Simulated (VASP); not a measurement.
# LiBr (Fm-3m) in VASP: a series of runs

The runs below take LiBr through relaxation of cell and atoms, with PBEsol.

All numbers are computed with VASP 6.6.1; they aren't measurements. Logs are shortened: lines on timing, memory, paths and dates and some standing lists are left out, and cuts for length are marked.

## 1. The cell of the first run

It takes space group Fm-3m (No. 225, cubic). The conventional cell has a = 5.412 Å, b = 5.412 Å, c = 5.412 Å, α = 90.00°, β = 90.00°, γ = 90.00°. Li (site symmetry m-3m) has 6 Br at 2.71 Å within 3.6 Å. Br (site symmetry m-3m) has 6 Li at 2.71 Å within 3.6 Å.

## 2. Relaxation of cell and atoms, PBEsol, target pressure 2 GPa, at which the enthalpy is minimised

File INCAR:

```
ALGO = Normal
EDIFF = 1E-7
EDIFFG = -0.002
ENCUT = 750
GGA = PS
GGA_COMPAT = F
IBRION = 2
ISIF = 3
ISMEAR = 0
LASPH = T
LCHARG = F
LREAL = F
LWAVE = F
NELM = 120
NELMIN = 4
NSW = 100
PREC = Accurate
PSTRESS = 20.0
SIGMA = 0.01
```

File KPOINTS:

```
k-points
0
Gamma
  8 8 8
```

File POSCAR:

```
LiBr
1.0
    0.0000000000      2.7061276536      2.7061276536
    2.7061276536      0.0000000000      2.7061276536
    2.7061276536      2.7061276536      0.0000000000
Li Br
1 1
Direct
    0.0000000000      0.0000000000      0.0000000000
    0.5000000000      0.5000000000      0.5000000000
```

Potentials or basis: VASP PAW PBE potentials, release 64 (Li_sv, Br).

On the command line:

```sh
$ cat potpaw_PBE.64/Li_sv/POTCAR potpaw_PBE.64/Br/POTCAR > POTCAR
$ mpirun -np 1 vasp_std > vasp.out
```

OUTCAR:

```text
EDIFF = 1E-7
   EDIFFG = -0.002
   ENCUT = 750
   GGA = PS
   IBRION = 2
   ISIF = 3
   ISMEAR = 0
   LASPH = T
   LREAL = F
   NELM = 120
   NELMIN = 4
   NSW = 100
   PREC = Accurate
   PSTRESS = 20.0

 ion  position               nearest neighbor table
   1  0.000  0.000  0.000-
   2  0.500  0.500  0.500-

  LATTYP: Found a face centered cubic cell.
 ALAT       =     5.4122553072

  Lattice vectors:

 A1 = (   0.0000000000,   2.7061276536,   2.7061276536)
 A2 = (   2.7061276536,   0.0000000000,   2.7061276536)
 A3 = (   2.7061276536,   2.7061276536,   0.0000000000)

Analysis of symmetry for initial positions (statically):
[... 5 lines left out ...]
 face centered cubic supercell.

 Subroutine GETGRP returns: Found 48 space group operations
 (whereof 48 operations were pure point group operations)
 out of a pool of 48 trial point group operations.

The static configuration has the point symmetry O_h .

Analysis of symmetry for dynamics (positions and initial velocities):
[... 5 lines left out ...]
 face centered cubic supercell.

 Subroutine GETGRP returns: Found 48 space group operations
 (whereof 48 operations were pure point group operations)
 out of a pool of 48 trial point group operations.

The dynamic configuration has the point symmetry O_h .

 Subroutine INISYM returns: Found 48 space group operations
 (whereof 48 operations are pure point group operations),
 and found     1 'primitive' translations

----------------------------------------------------------------------------------------

                                     Primitive cell

  volume of cell :      39.6346

  direct lattice vectors                    reciprocal lattice vectors
     0.000000000  2.706127654  2.706127654    -0.184765859  0.184765859  0.184765859
     2.706127654  0.000000000  2.706127654     0.184765859 -0.184765859  0.184765859
     2.706127654  2.706127654  0.000000000     0.184765859  0.184765859 -0.184765859

  length of vectors
     3.827042429  3.827042429  3.827042429     0.320023855  0.320023855  0.320023855

  position of ions in fractional coordinates (direct lattice)
     0.000000000  0.000000000  0.000000000
     0.500000000  0.500000000  0.500000000

  ion indices of the primitive-cell ions
   primitive index   ion index
                 1           1
                 2           2

----------------------------------------------------------------------------------------

 KPOINTS: k-points

Automatic generation of k-mesh.
 Grid dimensions read from file:
 generate k-points for:    8    8    8

 Generating k-lattice:

  Cartesian coordinates                     Fractional coordinates (reciprocal lattice)
    -0.023095732  0.023095732  0.023095732     0.125000000  0.000000000  0.000000000
     0.023095732 -0.023095732  0.023095732     0.000000000  0.125000000  0.000000000
     0.023095732  0.023095732 -0.023095732     0.000000000  0.000000000  0.125000000

  Length of vectors
     0.040002982  0.040002982  0.040002982

  Shift w.r.t. Gamma in fractional coordinates (k-lattice)
     0.000000000  0.000000000  0.000000000

 Subroutine IBZKPT returns following result:
 ===========================================

 Found     29 irreducible k-points:

 Following reciprocal coordinates:
            Coordinates               Weight
  0.000000  0.000000  0.000000      1.000000
  0.125000  0.000000  0.000000      8.000000
  0.250000  0.000000  0.000000      8.000000
  0.375000  0.000000  0.000000      8.000000
  0.500000  0.000000  0.000000      4.000000
  0.125000  0.125000  0.000000      6.000000
[... 16 lines left out ...]
  0.500000  0.250000  0.125000     48.000000
 -0.375000  0.250000  0.125000     24.000000
 [... further k-points ...]
   k-points           NKPTS =     29   k-points in BZ     NKDIM =     29   number of bands    NBANDS=      9
   number of dos      NEDOS =    301   number of ions     NIONS =      2
   total plane-waves  NPLWV =  46656
   dimension x,y,z NGX =    36 NGY =   36 NGZ =   36
   dimension x,y,z NGXF=    72 NGYF=   72 NGZF=   72
   ions per type =               1   1
   NGX,Y,Z   is equivalent  to a cutoff of  15.64, 15.64, 15.64 a.u.
   NGXF,Y,Z  is equivalent  to a cutoff of  31.28, 31.28, 31.28 a.u.
 SYSTEM =  unknown system
   PREC   = accura    normal or accurate (medium, high low for compatibility)
   ISTART =      0    job   : 0-new  1-cont  2-samecut
   ICHARG =      2    charge: 1-file 2-atom 10-const
   ISPIN  =      1    spin polarized calculation?
   LNONCOLLINEAR =      F non collinear calculations
   LSORBIT =      F    spin-orbit coupling
   LASPH  =      T    aspherical Exc in radial PAW
   ENCUT  =  750.0 eV  55.12 Ry    7.42 a.u.   8.55  8.55  8.55*2*pi/ulx,y,z
   NELM   =    120;   NELMIN=  4; NELMDL= -5     # of ELM steps
   EDIFF  = 0.1E-06   stopping-criterion for ELM
   LREAL  =      F    real-space projection
   EDIFFG = -.2E-02   stopping-criterion for IOM
   NSW    =    100    number of steps for IOM
   IBRION =      2    ionic relax: 0-MD 1-quasi-New 2-CG
   NFREE  =      1    steps in history (QN), initial steepest desc. (CG)
   ISIF   =      3    stress and relaxation
   ISYM   =      2    0-nonsym 1-usesym 2-fastsym
   POTIM  = 0.5000    time-step for ionic-motion
   TEBEG  =    0.0;   TEEND  =   0.0 temperature during run
   PSTRESS=   20.0 pullay stress
   NELECT =      10.0000    total number of electrons
   NUPDOWN=      -1.0000    fix difference up-down
   EMIN   =  10.00;   EMAX   =-10.00  energy-range for DOS
   EFERMI =   0.00;   METHOD = LEGACY
   ISMEAR =     0;   SIGMA  =   0.01  broadening in eV -4-tet -1-fermi 0-gaus
   EFERMI_NEDOS =   21; number of points for ismear=-14 and -15
   IALGO  =     38    algorithm
   IMIX   =      4    mixing-type and parameters
     AMIX     =   0.40;   BMIX     =  1.00
     AMIX_MAG =   1.60;   BMIX_MAG =  1.00
  volume/ion in A,a.u.               =      19.82       133.73
  Fermi-wavevector in a.u.,A,eV,Ry     =   1.034467  1.954859 14.559887  1.070122
  Thomas-Fermi vector in A             =   2.168763
   LORBIT       =      0    0 simple, 1 ext, 2 COOP (PROOUT), +10 PAW based schemes
   GGA     = PS    functional components
   LHFCALC =     F    Hartree Fock is set to
   AEXX    =    0.0000 exact exchange contribution
   IVDW    =     0    specifies the selected vdW correction
   LEPSILON=     F    determine dielectric tensor
   LRPA    =     F    only Hartree local field effects (RPA)
 conjugate gradient relaxation of ions
 non-spin polarized calculation
 Gauss-broadening in eV      SIGMA  =   0.01
  energy-cutoff  :      750.00
  volume of cell :       39.63
 maximum number of plane-waves:      1868
 NGX is ok and might be reduce to    36
   NGX = 17   NGY = 17   NGZ = 17

--------------------------------------- Ionic step        1  -------------------------------------------

 number of electron      10.0000001 magnetization

 Free energy of the ion-electron system (eV)
  ---------------------------------------------------
  ext. energy  EPLUGINS =         0.00000000
  ---------------------------------------------------
  free energy    TOTEN  =        -6.93525708 eV

  energy without entropy =       -6.93525708  energy(sigma->0) =       -6.93525708

------------------------ aborting loop because EDIFF is reached ----------------------------------------

  FORCE on cell =-STRESS in cart. coord.  units (eV):
  Direction    XX          YY          ZZ          XY          YZ          ZX
  --------------------------------------------------------------------------------------
  -------------------------------------------------------------------------------------
  Total       -0.0125003     -0.0125003     -0.0125003      0.0000000     -0.0000000      0.0000000
  in kB       -0.5053098     -0.5053098     -0.5053098      0.0000000     -0.0000000      0.0000000
  external PRESSURE =     -20.5053098 kB  Pullay stress =      20.0000000 kB
[... 99 lines left out ...]
  enthalpy is  TOTEN    =        -6.4564905198 eV   P V=        0.4656849918

--------------------------------------- Ionic step        4  -------------------------------------------

 number of electron       9.9999999 magnetization

 Free energy of the ion-electron system (eV)
  ---------------------------------------------------
  ext. energy  EPLUGINS =         0.00000000
  ---------------------------------------------------
  free energy    TOTEN  =        -6.92161062 eV

  energy without entropy =       -6.92161062  energy(sigma->0) =       -6.92161062

 E-fermi :   1.2563     XC(G=0):  -9.0543

 val. band max:        1.0621870842   @ k =   0.0000   0.0000   0.0000
 cond. band min:       6.3482753099   @ k =   0.0000   0.0000   0.0000
 fundamental gap:      5.2860882257
 Fermi energy:         1.2562517832

 k-point     1 :       0.0000    0.0000    0.0000
  band No.  band energies     occupation
      1     -42.4751      2.00000
      2     -12.8122      2.00000
      3       1.0622      2.00000
      4       1.0622      2.00000
      5       1.0622      2.00000
      6       6.3483      0.00000
      7      11.5220      0.00000
      8      11.5220      0.00000
      9      11.5220      0.00000
[... 265 lines left out ...]
 k-point    24 :      -0.3750    0.2500    0.1250
  band No.  band energies     occupation
      1     -42.4727      2.00000
      2     -12.0595      2.00000
      3      -2.0581      2.00000
      4      -0.5971      2.00000
      5       0.3086      2.00000
      6       8.1446      0.00000
      7       8.9978      0.00000
      8      10.4385      0.00000
      9      12.2894      0.00000

 [... further k-points ...]
[... 5 lines left out ...]
  --------------------------------------------------------------------------------------
  -------------------------------------------------------------------------------------
  Total        0.4656532      0.4656532      0.4656532      0.0000000      0.0000000      0.0000000
  in kB       20.0231788     20.0231788     20.0231788      0.0000000      0.0000000      0.0000000
  external PRESSURE =       0.0231788 kB  Pullay stress =      20.0000000 kB
[... 17 lines left out ...]
  FREE ENERGIE OF THE ION-ELECTRON SYSTEM (eV)
  ---------------------------------------------------
  free  energy   TOTEN  =        -6.9216106167 eV

  energy  without entropy=       -6.9216106167  energy(sigma->0) =       -6.92161062

  enthalpy is  TOTEN    =        -6.4564964999 eV   P V=        0.4651141168

 reached required accuracy - stopping structural energy minimisation
```

Wall time 25 s (1 thread of Intel Xeon 6975P-C (Granite Rapids), shared host); peak memory 0.21 GiB.

What came out:

- Free energy: -6.9216 eV
- Relaxed volume: 18.63 Å³/atom
- Relaxed cell: a = 3.749 Å, b = 3.749 Å, c = 3.749 Å, α = 60.00°, β = 60.00°, γ = 60.00°
- Space group after relaxing (to 0.05 Å): Fm-3m (No. 225)
- Energy change on relaxing (the enthalpy is what falls): +6.8 meV/atom
- Ionic steps: 4
- Pressure after relaxing: 2.0 GPa
- Band gap on the k mesh: 5.29 eV, direct

The path:
| step | energy change (eV) | largest force (eV/Å) | pressure (GPa) | volume (Å³) |
| --- | --- | --- | --- | --- |
| 1 | 0.0000 | 0.0000 | -0.05 | 39.63 |
| 2 | 0.0046 | 0.0000 | 1.11 | 38.20 |
| 3 | 0.0131 | 0.0000 | 1.96 | 37.31 |
| 4 | 0.0136 | 0.0000 | 2.00 | 37.26 |

Final structure:
```yaml
crystal:
  lattice:
    - [0.00000, 2.65096, 2.65096]
    - [2.65096, 0.00000, 2.65096]
    - [2.65096, 2.65096, 0.00000]
  atoms:
    - { symbol: Li, position: [0.00000, 0.00000, 0.00000] }
    - { symbol: Br, position: [0.50000, 0.50000, 0.50000] }
```

Caveat: the cell is relaxed towards a set pressure, so the enthalpy falls and the energy may rise; the PAW data sets were made with another functional, which shifts forces and pressure a little. A k mesh can miss the band edges.

## 3. Relaxation of cell and atoms, PBEsol, target pressure 4 GPa, at which the enthalpy is minimised

File INCAR:

```
SYSTEM = LiBr
  PREC = Accurate
  ENCUT = 750
  EDIFF = 1E-7
  ISMEAR = 0
  SIGMA = 0.01
  LREAL = .False.
  LASPH = .True.
  NELM = 120
  ALGO = Normal
  ISIF = 3
  LWAVE = .False.
  LCHARG = .False.
  GGA = PS
  IBRION = 2
  NSW = 100
  EDIFFG = -0.002
  PSTRESS = 40.0
  GGA_COMPAT = .False.
  NELMIN = 4
```

File KPOINTS:

```
regular mesh
0
Gamma
  8 8 8
  0 0 0
```

POSCAR is that of step 2.

Potentials or basis: VASP PAW PBE potentials, release 64 (Li_sv, Br).

On the command line:

```sh
$ cat potpaw_PBE.64/Li_sv/POTCAR potpaw_PBE.64/Br/POTCAR > POTCAR
$ mpirun -np 1 vasp_std > vasp.out
```

Run time: 26 s. Hardware: 1 thread of Intel Xeon 6975P-C (Granite Rapids), shared host; peak memory 0.21 GiB.

Results (log left out):

```yaml
Free_energy: -6.8893 eV
Relaxed_volume: 17.76 Å³/atom
Relaxed_cell: a = 3.689 Å, b = 3.689 Å, c = 3.689 Å, α = 60.00°, β = 60.00°, γ = 60.00°
Space_group_after_relaxing_to_0.05_Å: Fm-3m (No. 225)
Energy_change_on_relaxing_the_enthalpy_is_what_falls: +23.0 meV/atom
Ionic_steps: 4
Pressure_after_relaxing: 4.0 GPa
Band_gap_on_the_k_mesh: 5.52 eV, indirect (least direct gap 5.55 eV)
```

Step by step:
```tsv
step	energy change (eV)	largest force (eV/Å)	pressure (GPa)	volume (Å³)
1	0.0000	0.0000	-0.05	39.63
2	0.0196	0.0000	2.45	36.83
3	0.0437	0.0000	3.89	35.60
4	0.0460	0.0000	4.01	35.51
```

Final structure:
```cif
data_structure
_symmetry_space_group_name_H-M 'P 1'
_symmetry_Int_Tables_number 1
_cell_length_a 3.6894
_cell_length_b 3.6894
_cell_length_c 3.6894
_cell_angle_alpha 60.000
_cell_angle_beta 60.000
_cell_angle_gamma 60.000
_cell_volume 35.51
loop_
_atom_site_label
_atom_site_type_symbol
_atom_site_fract_x
_atom_site_fract_y
_atom_site_fract_z
_atom_site_occupancy
Li1 Li 0.00000 0.00000 0.00000 1
Br1 Br 0.50000 0.50000 0.50000 1
```

Levels at points of the mesh, in eV from the valence-band top:
| k point | band 1 | band 2 | band 3 | band 4 | band 5 | band 6 | band 7 | band 8 | band 9 |
| --- | --- | --- | --- | --- | --- | --- | --- | --- | --- |
| (0.00, 0.00, 0.00) | -43.50 | -14.08 | 0.00 | 0.00 | 0.00 | 5.55 | 10.48 | 10.48 | 10.48 |
| (0.50, 0.00, 0.00) | -43.50 | -13.38 | -3.67 | -0.35 | -0.35 | 5.52 | 8.01 | 8.01 | 13.35 |
| (0.50, 0.50, 0.00) | -43.50 | -13.07 | -3.75 | -1.51 | -1.51 | 6.37 | 6.62 | 12.89 | 13.43 |

Caveat: the cell is relaxed towards a set pressure, so the enthalpy falls and the energy may rise; the PAW data sets were made with another functional, which shifts forces and pressure a little.

## 4. Relaxation of cell and atoms, PBEsol, target pressure 7 GPa, at which the enthalpy is minimised

File INCAR:

```
  PREC = Accurate
  ENCUT = 750
  EDIFF = 1E-7
  ISMEAR = 0
  SIGMA = 0.01
  LREAL = F
  LASPH = T
  NELM = 120
  ALGO = Normal
  ISIF = 3
  LWAVE = F
  LCHARG = F
  GGA = PS
  IBRION = 2
  NSW = 100
  EDIFFG = -0.002
  PSTRESS = 70.0
  GGA_COMPAT = F
  NELMIN = 4
```

File KPOINTS:

```
Automatic mesh
0
Gamma
  8 8 8
```

POSCAR is that of step 3.

On the command line:

```sh
$ cat potpaw_PBE.64/Li_sv/POTCAR potpaw_PBE.64/Br/POTCAR > POTCAR
$ mpirun -np 1 vasp_std > vasp.out
```

Run time: 27 s. Hardware: 1 thread of Intel Xeon 6975P-C (Granite Rapids), shared host; peak memory 0.21 GiB.

The run converged. Its results:

```yaml
Free_energy: -6.8212 eV
Relaxed_volume: 16.75 Å³/atom
Relaxed_cell: a = 3.619 Å, b = 3.619 Å, c = 3.619 Å, α = 60.00°, β = 60.00°, γ = 60.00°
Space_group_after_relaxing_to_0.05_Å: Fm-3m (No. 225)
Energy_change_on_relaxing_the_enthalpy_is_what_falls: +57.0 meV/atom
Ionic_steps: 5
Pressure_after_relaxing: 7.0 GPa
Band_gap_on_the_k_mesh: 5.53 eV, indirect (least direct gap 5.89 eV)
```

Step by step:
```
step  energy change (eV)  largest force (eV/Å)  pressure (GPa)  volume (Å³)
   1              0.0000                0.0000           -0.05        39.63
   2              0.0647                0.0000            4.91        34.84
   3              0.1098                0.0000            6.83        33.60
   4              0.1147                0.0000            7.03        33.49
   5              0.1140                0.0000            7.00        33.50
```

Final structure:
```
Li Br
1.0
     0.00000    2.55871    2.55871
     2.55871    0.00000    2.55871
     2.55871    2.55871    0.00000
Li Br
1 1
Direct
  0.00000 0.00000 0.00000
  0.50000 0.50000 0.50000
```

Levels at points of the mesh, in eV from the valence-band top:
| k point | band 1 | band 2 | band 3 | band 4 | band 5 | band 6 | band 7 | band 8 | band 9 |
| --- | --- | --- | --- | --- | --- | --- | --- | --- | --- |
| (0.00, 0.00, 0.00) | -43.48 | -14.36 | 0.00 | 0.00 | 0.00 | 5.89 | 10.50 | 10.50 | 10.50 |
| (0.50, 0.00, 0.00) | -43.48 | -13.55 | -3.98 | -0.38 | -0.38 | 5.53 | 7.97 | 7.97 | 14.03 |
| (0.50, 0.50, 0.00) | -43.48 | -13.19 | -4.10 | -1.67 | -1.67 | 6.44 | 6.48 | 13.46 | 13.84 |

Caveat: the cell is relaxed towards a set pressure, so the enthalpy falls and the energy may rise; the volume moved by over 15 % at a fixed basis, so the end points are rough; the PAW data sets were made with another functional, which shifts forces and pressure a little.

## 5. Summary

| cell | gap on the mesh (eV) | pressure (GPa) |
| --- | --- | --- |
| relaxed to 2 GPa | 5.29 | 2.0 |
| relaxed to 4 GPa | 5.52 | 4.0 |
| relaxed to 7 GPa | 5.53 | 7.0 |

Alike in all rows: task relaxation of cell and atoms; level PBEsol; potentials or basis VASP PAW PBE potentials, release 64 (Li_sv, Br); no spin polarisation; k mesh 8 × 8 × 8; cutoff (eV) 750; smearing gaussian 0.01 eV.

Caveats: the cell is relaxed towards a set pressure, so the enthalpy falls and the energy may rise; the PAW data sets were made with another functional, which shifts forces and pressure a little; the volume moved by over 15 % at a fixed basis, so the end points are rough (some runs).

Total energies depend on the potentials used, so only differences within one code and one set of settings carry meaning.
